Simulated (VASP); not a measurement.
Set up this calculation in VASP 6.6.1, as the native input.

```yaml
Task: single point
Functional: PBE
Potentials_or_basis: VASP PAW PBE potentials, release 64 (Au)
Cutoff: 520 eV
k_mesh: 19 × 19 × 19
Occupations: fermi-dirac, width 0.1 eV
Spin: no spin polarisation
Dipole_correction: no
Further_INCAR_settings: ALGO = Normal; EDIFF = 1e-07; NBANDS = 12
```

The structure of Au lies in POSCAR:

```
Au
1.0
    0.0000000000      1.7670372102      1.7670372102
    1.7670372102      0.0000000000      1.7670372102
    1.7670372102      1.7670372102      0.0000000000
Au
1
Direct
    0.0000000000      0.0000000000      0.0000000000
```

These files were run (other wordings do the same):

INCAR

```
SYSTEM = Au
ALGO = Normal ; EDIFF = 1E-7
ENCUT = 520 ; GGA = PE
ISIF = 2 ; ISMEAR = -1
LASPH = .True. ; LCHARG = .True.
LELF = .True. ; LREAL = .False.
LVHAR = .True. ; LWAVE = .False.
NBANDS = 12 ; NELM = 80
PREC = Accurate ; SIGMA = 0.1
```

KPOINTS

```
k-points
0
Gamma
  19 19 19
  0 0 0
```

Potentials or basis: VASP PAW PBE potentials, release 64 (Au).

The run is started by

```bash
$ cat potpaw_PBE.64/Au/POTCAR > POTCAR
$ mpirun -np 1 vasp_std > vasp.out
```

Results of the run:

```json
{
 "Pressure": "271.3 GPa"
}
```

Wall time 16 s on 1 thread of Intel(R) Xeon(R) Platinum 8488C (Sapphire Rapids), on a shared host, peak memory 0.15 GiB.
